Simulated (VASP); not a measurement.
# Li (Fm-3m) in VASP: a series of runs, part 2 of 2

VASP 6.6.1. The steps go on from the part before.

### Step 3. Relaxation of cell and atoms, PBEsol, target pressure 10 GPa, at which the enthalpy is minimised

File INCAR:

```
ALGO = Normal ; EDIFF = 1E-6
EDIFFG = -0.002 ; ENCUT = 600
GGA = PS ; IBRION = 2
ISIF = 3 ; ISMEAR = -1
LASPH = T ; LCHARG = F
LREAL = F ; LWAVE = F
NELM = 60 ; NSW = 100
PREC = Accurate ; PSTRESS = 100.0
SIGMA = 0.05
```

File KPOINTS:

```
k-points
0
Gamma
  22 22 22
```

File POSCAR:

```
Li
1.0
    0.0000000000      2.1593736381      2.1593736381
    2.1593736381      0.0000000000      2.1593736381
    2.1593736381      2.1593736381      0.0000000000
Li
1
Direct
    0.0000000000      0.0000000000      0.0000000000
```

Potentials or basis: VASP PAW PBE potentials, release 64 (Li_sv).

Run with:

```
cat potpaw_PBE.64/Li_sv/POTCAR > POTCAR
mpirun -np 1 vasp_std > vasp.out
```

Wall time 45 s (1 thread of Intel Xeon 6975P-C (Granite Rapids), shared host); peak memory 0.15 GiB.

It converged, with:

```
Free energy                                            : -1.8229 eV
Relaxed volume                                         : 13.66 Å³/atom
Relaxed cell                                           : a = 2.683 Å, b = 2.683 Å, c = 2.683 Å, α = 60.00°, β = 60.00°, γ = 60.00°
Space group after relaxing (to 0.05 Å)                 : Fm-3m (No. 225)
Energy change on relaxing (the enthalpy is what falls) : +147.1 meV/atom
Ionic steps                                            : 21
Pressure after relaxing                                : 10.0 GPa
```

The path:
```
step  energy change (eV)  largest force (eV/Å)  pressure (GPa)  volume (Å³)
   1              0.0000                0.0000           -0.09        20.14
   2              0.0302                0.0000            3.36        16.66
   3              0.1044                0.0000            7.77        14.43
   4              0.1522                0.0000           10.27        13.58
   5              0.1450                0.0000            9.88        13.70
   6              0.1450                0.0000            9.89        13.70
   7              0.1450                0.0000            9.89        13.69
   8              0.1450                0.0000            9.89        13.69
   9              0.1450                0.0000            9.89        13.69
  10              0.1450                0.0000            9.89        13.69
  11              0.1450                0.0000            9.89        13.69
  12              0.1450                0.0000            9.89        13.69
  13              0.1451                0.0000            9.89        13.69
  14              0.1451                0.0000            9.89        13.69
  15              0.1451                0.0000            9.90        13.69
  16              0.1452                0.0000            9.90        13.69
  17              0.1453                0.0000            9.90        13.69
  18              0.1456                0.0000            9.90        13.69
  19              0.1462                0.0000            9.91        13.68
  20              0.1473                0.0000           10.02        13.66
  21              0.1471                0.0000           10.02        13.66
```

Final structure:
```
Li
1.0
     0.00000    1.89741    1.89741
     1.89741    0.00000    1.89741
     1.89741    1.89741    0.00000
Li
1
Direct
  0.00000 0.00000 0.00000
```

Levels at points of the mesh, in eV from the Fermi level:
```csv
k point,band 1,band 2,band 3,band 4,band 5
"(0.00, 0.00, 0.00)",-45.33,-4.00,18.85,18.85,18.85
"(0.50, 0.00, 0.00)",-45.25,-0.23,4.49,16.56,16.56
"(0.50, 0.50, 0.00)",-45.22,1.83,6.32,10.94,10.94
```

Caveat: the cutoff is under 1.25 times the usual one of these potentials, so pressure, stress and relaxed cells hold a basis-set (Pulay) error; the cell is relaxed towards a set pressure, so the enthalpy falls and the energy may rise; the volume moved by over 15 % at a fixed basis, so the end points are rough; the PAW data sets were made with another functional, which shifts forces and pressure a little.

### Step 4. Relaxation of cell and atoms, PBEsol, target pressure 15 GPa, at which the enthalpy is minimised

File INCAR:

```
SYSTEM = Li
PREC = Accurate
ENCUT = 600
EDIFF = 1E-6
ISMEAR = -1
SIGMA = 0.05
LREAL = .FALSE.
LASPH = .TRUE.
NELM = 60
ALGO = Normal
ISIF = 3
LWAVE = .FALSE.
LCHARG = .FALSE.
GGA = PS
IBRION = 2
NSW = 100
EDIFFG = -0.002
PSTRESS = 150.0
```

File KPOINTS:

```
Automatic mesh
0
G
  22 22 22
  0 0 0
```

POSCAR is that of step 3.

Run with:

```
cat potpaw_PBE.64/Li_sv/POTCAR > POTCAR
mpirun -np 1 vasp_std > vasp.out
```

Run time: 96 s. Hardware: 1 thread of AMD EPYC 9R45 (Zen 5), shared host; peak memory 0.13 GiB.

Results (log left out):

- Free energy: -1.7230 eV
- Relaxed volume: 12.37 Å³/atom
- Relaxed cell: a = 2.596 Å, b = 2.596 Å, c = 2.596 Å, α = 60.00°, β = 60.00°, γ = 60.00°
- Space group after relaxing (to 0.05 Å): Fm-3m (No. 225)
- Energy change on relaxing (the enthalpy is what falls): +246.9 meV/atom
- Ionic steps: 20
- Pressure after relaxing: 15.0 GPa

Step by step:
```tsv
step	energy change (eV)	largest force (eV/Å)	pressure (GPa)	volume (Å³)
1	0.0000	0.0000	-0.09	20.14
2	0.0756	0.0000	6.17	15.10
3	0.1902	0.0000	12.19	13.04
4	0.2525	0.0000	15.29	12.31
5	0.2401	0.0000	14.66	12.44
6	0.2402	0.0000	14.66	12.44
7	0.2404	0.0000	14.67	12.44
8	0.2404	0.0000	14.68	12.44
9	0.2404	0.0000	14.68	12.44
10	0.2404	0.0000	14.68	12.44
11	0.2405	0.0000	14.68	12.44
12	0.2405	0.0000	14.68	12.44
13	0.2406	0.0000	14.68	12.44
14	0.2407	0.0000	14.69	12.43
15	0.2410	0.0000	14.69	12.43
16	0.2417	0.0000	14.71	12.42
17	0.2429	0.0000	14.81	12.41
18	0.2455	0.0000	14.93	12.38
19	0.2506	0.0000	15.18	12.33
20	0.2469	0.0000	14.99	12.37
```

Final structure:
```
CELL_PARAMETERS angstrom
0.00000 1.83546 1.83546
1.83546 0.00000 1.83546
1.83546 1.83546 0.00000
ATOMIC_POSITIONS crystal
Li 0.00000 0.00000 0.00000
```

Levels at points of the mesh, in eV from the Fermi level:
| k point | band 1 | band 2 | band 3 | band 4 | band 5 |
| --- | --- | --- | --- | --- | --- |
| (0.00, 0.00, 0.00) | -45.23 | -4.06 | 20.15 | 20.15 | 20.15 |
| (0.50, 0.00, 0.00) | -45.11 | -0.30 | 4.99 | 17.71 | 17.71 |
| (0.50, 0.50, 0.00) | -45.07 | 1.92 | 6.81 | 11.68 | 11.68 |

Caveat: the cutoff is under 1.25 times the usual one of these potentials, so pressure, stress and relaxed cells hold a basis-set (Pulay) error; the cell is relaxed towards a set pressure, so the enthalpy falls and the energy may rise; the volume moved by over 15 % at a fixed basis, so the end points are rough; the PAW data sets were made with another functional, which shifts forces and pressure a little.

### Step 5. Relaxation of cell and atoms, PBEsol

This run uses another cell than the first one, of 21.35 Å³/atom, 1.060 times its volume.

File INCAR:

```
SYSTEM = Li
PREC     = Accurate       ! precision mode
ENCUT    = 600            ! plane-wave cutoff, eV
EDIFF    = 1E-7           ! SCF threshold, eV
ISMEAR   = -1             ! smearing method
SIGMA    = 0.05           ! smearing width, eV
LREAL    = .FALSE.        ! projectors in reciprocal space
LASPH    = .TRUE.         ! aspherical terms in the spheres
NELM     = 60             ! most SCF steps
ALGO     = Normal         ! electronic algorithm
ISIF     = 3              ! what is computed and relaxed
LWAVE    = .FALSE.        ! write WAVECAR
LCHARG   = .FALSE.        ! write CHGCAR
GGA      = PS             ! functional
IBRION   = 2              ! ionic algorithm
NSW      = 100            ! ionic steps
EDIFFG   = -0.002         ! ionic threshold
```

KPOINTS is that of step 4.

File POSCAR:

```
Li
1.0
    0.0000000000      2.2020000000      2.2020000000
    2.2020000000      0.0000000000      2.2020000000
    2.2020000000      2.2020000000      0.0000000000
Li
1
Direct
    0.0000000000      0.0000000000      0.0000000000
```

Run with:

```
cat potpaw_PBE.64/Li_sv/POTCAR > POTCAR
mpirun -np 1 vasp_std > vasp.out
```

It took 72 s on 1 thread of AMD EPYC 9R45 (Zen 5), shared host; peak memory 0.14 GiB.

Results (log left out):

```
Free energy                            : -1.9714 eV
Relaxed volume                         : 19.94 Å³/atom
Relaxed cell                           : a = 3.044 Å, b = 3.044 Å, c = 3.044 Å, α = 60.00°, β = 60.00°, γ = 60.00°
Space group after relaxing (to 0.05 Å) : Fm-3m (No. 225)
Energy gained by relaxing              : 3.8 meV/atom
Ionic steps                            : 4
Pressure after relaxing                : 0.0 GPa
```

Step by step:
| step | energy change (eV) | largest force (eV/Å) | pressure (GPa) | volume (Å³) |
| --- | --- | --- | --- | --- |
| 1 | 0.0000 | 0.0000 | -0.82 | 21.35 |
| 2 | -0.0015 | 0.0000 | -0.65 | 21.02 |
| 3 | -0.0038 | 0.0000 | -0.06 | 20.03 |
| 4 | -0.0038 | 0.0000 | 0.00 | 19.94 |

Final structure:
```yaml
crystal:
  lattice:
    - [0.00000, 2.15213, 2.15213]
    - [2.15213, 0.00000, 2.15213]
    - [2.15213, 2.15213, 0.00000]
  atoms:
    - { symbol: Li, position: [0.00000, 0.00000, 0.00000] }
```

Levels at points of the mesh, in eV from the Fermi level:
```
           k point  band 1  band 2  band 3  band 4  band 5
(0.00, 0.00, 0.00)  -45.89   -3.59   14.53   14.53   14.53
(0.50, 0.00, 0.00)  -45.87   -0.04    2.97   12.78   12.78
(0.50, 0.50, 0.00)  -45.86    1.53    4.76    8.52    8.52
```

Caveat: the cutoff is under 1.25 times the usual one of these potentials, so pressure, stress and relaxed cells hold a basis-set (Pulay) error; the PAW data sets were made with another functional, which shifts forces and pressure a little.

### Step 6. The runs side by side

```tsv
cell	gap on the mesh (eV)	pressure (GPa)
relaxed to 7 GPa from a = 3.054 Å, angles 60.0°, 1 atom	none	7.0
relaxed to 10 GPa from a = 3.054 Å, angles 60.0°, 1 atom	none	10.0
relaxed to 15 GPa from a = 3.054 Å, angles 60.0°, 1 atom	none	15.0
relaxed from a = 3.114 Å, angles 60.0°, 1 atom	none	0.0
```

Alike in all rows: task relaxation of cell and atoms; level PBEsol; potentials or basis VASP PAW PBE potentials, release 64 (Li_sv); no spin polarisation; k mesh 22 × 22 × 22; cutoff (eV) 600; smearing fermi-dirac 0.05 eV.

Caveats: the cutoff is under 1.25 times the usual one of these potentials, so pressure, stress and relaxed cells hold a basis-set (Pulay) error; the PAW data sets were made with another functional, which shifts forces and pressure a little; the cell is relaxed towards a set pressure, so the enthalpy falls and the energy may rise (some runs); the volume moved by over 15 % at a fixed basis, so the end points are rough (some runs).

Absolute energies hang on the potentials; compare differences alone.
